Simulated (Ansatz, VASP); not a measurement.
**Two plane-wave programs on Si2W**

INCAR

```
PREC = Accurate
ENCUT = 520
EDIFF = 1E-7
ISMEAR = 0
SIGMA = 0.15
LREAL = F
LASPH = T
NELM = 80
ALGO = Normal
ISIF = 2
LWAVE = F
LCHARG = F
GGA = PE
NBANDS = 18
```

The input KPOINTS:

```
regular mesh
0
Gamma
  22 22 22
```

File POSCAR:

```
Si2W
1.0
   -1.7043722078      1.7043722078      3.5295196142
    1.7043722078     -1.7043722078      3.5295196142
    1.7043722078      1.7043722078     -3.5295196142
Si W
2 1
Direct
    0.3345744059      0.3345744059      0.0000000000
    0.6654255941      0.6654255941      0.0000000000
    0.0000000000      0.0000000000      0.0000000000
```

Input for Ansatz:

```yaml
crystal:
  lattice:
    - [-1.7043722078, 1.7043722078, 3.5295196142]
    - [1.7043722078, -1.7043722078, 3.5295196142]
    - [1.7043722078, 1.7043722078, -3.5295196142]
  atoms:
    - { symbol: Si, position: [0.3345744059, 0.3345744059, 0.0] }
    - { symbol: Si, position: [0.6654255941, 0.6654255941, 0.0] }
    - { symbol: W, position: [0.0, 0.0, 0.0] }
basis:
  ecutwfc: 420
kpoints:
  mp_grid: { grid: [22, 22, 22] }
hamiltonian:
  xc: pbe
scf:
  occupations: { method: gaussian, width: 0.15 }
output:
  forces: true
  stress: true
  eigenvalues: true
```

Alike in both runs: task single point; functional PBE; k mesh 22 × 22 × 22; occupations gaussian, width 0.15 eV; no spin polarisation.

```csv
,VASP,Ansatz
version,VASP 6.6.1,Ansatz 0.2.0
potentials or method,"VASP PAW PBE potentials, release 64 (Si, W_sv), cutoff 520 eV","scalar-relativistic, plane waves, PAW"
valence electrons in the cell,22,22
```

|  | VASP | Ansatz | Ansatz less VASP |
| --- | --- | --- | --- |
| gap on the k mesh at the Fermi level (eV) | none | none | - |
| pressure (GPa) | 11.2 | 11.1 | -0.06 |
| traceless stress, the component that is largest in VASP (GPa) | 54.44 | 54.45 | +0.006 |
| rms of the force components (eV/Å) | 0.198 | 0.193 | -0.0051 |

Atom by atom the forces differ by 0.005 eV/Å (rms over components). A gap of «none» marks a metal or a gap that the smearing closes. The functional is the same, so the differences come from potentials, cutoffs and numerics.

Neither program's run includes spin-orbit coupling.
